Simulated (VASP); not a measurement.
Runs of VASP 6.6.1 on TiN. The structure is that of space group Fm-3m (No. 225), or close to it. The cells are those of the table. 

```tsv
task	cell	gap on the mesh (eV)	pressure (GPa)
electric field gradients	a = 2.981 Å, angles 60.0°, 2 atoms	none	-1.9
electric field gradients	a = 3.011 Å, angles 60.0°, 2 atoms	none	(a)
single point	a = 3.040 Å, angles 60.0°, 2 atoms	none	-17.2
electric field gradients	a = 3.001 Å, angles 60.0°, 2 atoms	none	-7.6
single point	a = 3.021 Å, angles 60.0°, 2 atoms	none	(b)
```

Alike in all rows: level PBEsol; potentials or basis VASP PAW PBE potentials, release 64 (Ti_sv, N); no spin polarisation; k mesh 17 × 17 × 17; cutoff (eV) 520; smearing fermi-dirac 0.05 eV.

Fill in the values left out.

(a) -10.2; (b) -12.6.

Caveats: the PAW data sets were made with another functional, which shifts forces and pressure a little.

A gap of «none» marks levels without a gap at the run's occupations.
